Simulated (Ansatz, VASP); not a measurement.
Zr3W4Se in VASP and in Ansatz

```
CELL_PARAMETERS angstrom
3.23075 0.00000 0.00000
0.00000 3.23075 0.00000
0.00000 0.00000 14.35391
ATOMIC_POSITIONS crystal
Zr 0.50000 0.50000 0.86014
Zr 0.00000 0.00000 0.28259
Zr 0.50000 0.50000 0.12234
W 0.50000 0.50000 0.40974
W 0.00000 0.00000 0.51329
W 0.50000 0.50000 0.62901
W 0.00000 0.00000 0.73190
Se 0.00000 0.00000 0.00599
```

Alike in both runs: task relaxation of cell and atoms; functional PBE; k mesh 10 × 10 × 2; occupations gaussian, width 0.1 eV; no spin polarisation.

|  | VASP | Ansatz |
| --- | --- | --- |
| version | VASP 6.6.1 | Ansatz 0.2.0 |
| potentials or method | VASP PAW PBE potentials, release 64 (Zr_sv, W_sv, Se), cutoff 600 eV | scalar-relativistic, plane waves, PAW |
| valence electrons in the cell | 98 | 108 |

```csv
,VASP,Ansatz,Ansatz less VASP
"gap on the k mesh at the Fermi level, each at its own relaxed structure (eV)",none,none,-
relaxed volume (Å³/atom),18.74,18.72,-0.020
relaxed cell length with the largest relative difference (Å),3.232,3.231,-0.0015
```

A gap of «none» marks a metal or a gap that the smearing closes. VASP's potentials hold 98 valence electrons a cell and Ansatz's 108, so a difference there can come from the potentials and not from the codes.

Spin-orbit coupling is off throughout.
